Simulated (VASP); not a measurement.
# Ca3Zr2N (P-4m2) in VASP: notebook, part 2 of 3

VASP 6.6.1.

### 3 Single point, PBE

This run uses another cell than the first one, of 17.35 Å³/atom.

INCAR

```
SYSTEM = Ca3Zr2N
ALGO = Normal
EDIFF = 1E-6
ENCUT = 520
GGA = PE
ISIF = 2
ISMEAR = 0
LASPH = .TRUE.
LCHARG = .FALSE.
LREAL = .FALSE.
LWAVE = .FALSE.
NBANDS = 38
NELM = 100
PREC = Accurate
SIGMA = 0.1
```

KPOINTS

```
k-points
0
G
  6 6 2
  0 0 0
```

POSCAR

```
Ca3Zr2N
1.0
    3.6056288000      0.0000000000      0.0000000000
    0.0000000000      3.6056288000      0.0000000000
    0.0000000000      0.0000000000      8.0095789700
Ca Zr N
3 2 1
Direct
    0.5000000000      0.0000000000      0.3835413500
    0.0000000000      0.5000000000      0.6164586500
    0.0000000000      0.0000000000      0.0000000000
    0.5000000000      0.0000000000      0.7398749000
    0.0000000000      0.5000000000      0.2601251000
    0.5000000000      0.5000000000      0.0000000000
```

Potentials or basis: VASP PAW PBE potentials, release 64 (Ca_sv, Zr_sv, N).

The run is started by

```bash
cat potpaw_PBE.64/Ca_sv/POTCAR potpaw_PBE.64/Zr_sv/POTCAR potpaw_PBE.64/N/POTCAR > POTCAR
mpirun -np 1 vasp_std > vasp.out
```

OUTCAR:

```text
SYSTEM = Ca3Zr2N
   EDIFF = 1E-6
   ENCUT = 520
   GGA = PE
   ISIF = 2
   ISMEAR = 0
   LASPH = .TRUE.
   LREAL = .FALSE.
   NELM = 100
   PREC = Accurate

 ion  position               nearest neighbor table
   1  0.500  0.000  0.384-   5 2.73   5 2.73   5 2.73   5 2.73   4 2.85   2 3.16   2 3.16   2 3.16
                             2 3.16
   2  0.000  0.500  0.616-   4 2.73   4 2.73   4 2.73   4 2.73   5 2.85   1 3.16   1 3.16   1 3.16
                             1 3.16
   3  0.000  0.000  0.000-   4 2.76   5 2.76   5 2.76   4 2.76
   4  0.500  0.000  0.740-   2 2.73   2 2.73   2 2.73   2 2.73   6 2.76   6 2.76   3 2.76   3 2.76
                             1 2.85
   5  0.000  0.500  0.260-   1 2.73   1 2.73   1 2.73   1 2.73   3 2.76   6 2.76   6 2.76   3 2.76
                             2 2.85
   6  0.500  0.500  0.000-   4 2.76   5 2.76   4 2.76   5 2.76

  LATTYP: Found a simple tetragonal cell.
 ALAT       =     3.6056288000
 C/A-ratio  =     2.2214097497

  Lattice vectors:

 A1 = (   3.6056288000,   0.0000000000,   0.0000000000)
 A2 = (   0.0000000000,   3.6056288000,   0.0000000000)
 A3 = (   0.0000000000,   0.0000000000,   8.0095789700)

Analysis of symmetry for initial positions (statically):
=====================================================================
 Subroutine PRICEL returns:
 Original cell was already a primitive cell.

 Routine SETGRP: Setting up the symmetry group for a
 simple tetragonal supercell.

 Subroutine GETGRP returns: Found  8 space group operations
 (whereof  8 operations were pure point group operations)
 out of a pool of 16 trial point group operations.

The static configuration has the point symmetry D_2d.

Analysis of symmetry for dynamics (positions and initial velocities):
=====================================================================
 Subroutine PRICEL returns:
 Original cell was already a primitive cell.

 Routine SETGRP: Setting up the symmetry group for a
 simple tetragonal supercell.

 Subroutine GETGRP returns: Found  8 space group operations
 (whereof  8 operations were pure point group operations)
 out of a pool of 16 trial point group operations.
[... 129 lines left out ...]
   GGA     = PE    functional components
   LHFCALC =     F    Hartree Fock is set to
   AEXX    =    0.0000 exact exchange contribution
   IVDW    =     0    specifies the selected vdW correction
   LEPSILON=     F    determine dielectric tensor
   LRPA    =     F    only Hartree local field effects (RPA)
 non-spin polarized calculation
 Gauss-broadening in eV      SIGMA  =   0.10
  energy-cutoff  :      520.00
  volume of cell :      104.13
 maximum number of plane-waves:      2819
 NGX is ok and might be reduce to    28
   NGX = 13   NGY = 13   NGZ = 29

 number of electron      59.0000004 magnetization

 Free energy of the ion-electron system (eV)
  ---------------------------------------------------
  ext. energy  EPLUGINS =         0.00000000
  ---------------------------------------------------
  free energy    TOTEN  =       -22.89665648 eV

  energy without entropy =      -22.84826610  energy(sigma->0) =      -22.87246129

 E-fermi :   7.5355     XC(G=0): -11.1858

 val. band max:        7.5249010010   @ k =   0.3333   0.0000   0.0000
 cond. band min:       7.5360514481   @ k =   0.1667   0.1667   0.0000
 fundamental gap:      0.0111504471
 Fermi energy:         7.5355143626

 k-point     1 :       0.0000    0.0000    0.0000
  band No.  band energies     occupation
      1     -41.2299      2.00000
      2     -41.2244      2.00000
      3     -32.4050      2.00000
      4     -32.2627      2.00000
      5     -32.0689      2.00000
      6     -19.4977      2.00000
[... 809 lines left out ...]
     37      10.5001      0.00000
     38      10.7096      0.00000

------------------------ aborting loop because EDIFF is reached ----------------------------------------

  FORCE on cell =-STRESS in cart. coord.  units (eV):
  Direction    XX          YY          ZZ          XY          YZ          ZX
  --------------------------------------------------------------------------------------
  -------------------------------------------------------------------------------------
  Total       13.8359655     13.8359655     16.4216553      0.0000000      0.0000000      0.0000000
  in kB      212.8866055    212.8866055    252.6712321      0.0000000      0.0000000      0.0000000
  external PRESSURE =     226.1481477 kB  Pullay stress =       0.0000000 kB

 VOLUME and BASIS-vectors are now :
 -----------------------------------------------------------------------------
  energy-cutoff  :      520.00
  volume of cell :      104.13
      direct lattice vectors                 reciprocal lattice vectors
     3.605628800  0.000000000  0.000000000     0.277344135  0.000000000  0.000000000
     0.000000000  3.605628800  0.000000000     0.000000000  0.277344135  0.000000000
     0.000000000  0.000000000  8.009578970     0.000000000  0.000000000  0.124850508

 POSITION                                       TOTAL-FORCE (eV/Angst)
 -----------------------------------------------------------------------------------
      1.80281      0.00000      3.07200        -0.000000      0.000000      0.077728
      0.00000      1.80281      4.93757        -0.000000      0.000000     -0.077728
      0.00000      0.00000      0.00000        -0.000000      0.000000      0.000000
      1.80281      0.00000      5.92609         0.000000      0.000000      2.209121
      0.00000      1.80281      2.08349        -0.000000      0.000000     -2.209121
      1.80281      1.80281      0.00000        -0.000000     -0.000000      0.000000
 -----------------------------------------------------------------------------------
    total drift:                                0.000000      0.000000      0.000000

  FREE ENERGIE OF THE ION-ELECTRON SYSTEM (eV)
  ---------------------------------------------------
  free  energy   TOTEN  =       -22.8966564817 eV

  energy  without entropy=      -22.8482661005  energy(sigma->0) =      -22.87246129
```

Run time: 85 s. Hardware: 1 thread of Oxide Virtual Turin-like, shared host; peak memory 0.22 GiB.

Results:

```
Free energy            : -22.8967 eV
Pressure               : 22.6 GPa
Largest force          : 2.209 eV/Å
Band gap on the k mesh : zero (an odd number of electrons rules out a gap without spin polarisation)
```

Forces in eV/Å, atoms in the order of the input:
```
Ca   0.000  0.000  0.078
Ca   0.000  0.000 -0.078
Ca   0.000  0.000  0.000
Zr   0.000  0.000  2.209
Zr   0.000  0.000 -2.209
N    0.000  0.000  0.000
```

Levels at points of the mesh, in eV from the Fermi level:
```tsv
k point	band 27	band 28	band 29	band 30	band 31	band 32
(0.00, 0.00, 0.00)	-1.64	-0.79	-0.52	0.02	0.39	0.78
(0.50, 0.00, 0.00)	-1.62	-0.62	0.02	0.28	0.33	0.34
(0.50, 0.50, 0.00)	-0.59	-0.50	0.24	0.24	0.86	1.53
(0.00, 0.00, 0.50)	-1.61	-1.55	-0.50	-0.17	0.45	0.45
(0.50, 0.00, 0.50)	-1.71	-0.93	-0.32	-0.21	0.13	0.82
(0.50, 0.50, 0.50)	-0.64	-0.07	0.11	0.99	0.99	1.18
```

Caveat: the k points lie up to 0.39 Å⁻¹ apart, too coarse for converged energies and pressures of a metal; forces of over 1 eV/Å act on the atoms, so gaps and moduli don't describe the material at rest.

(Part 2 of 3 ends here.)
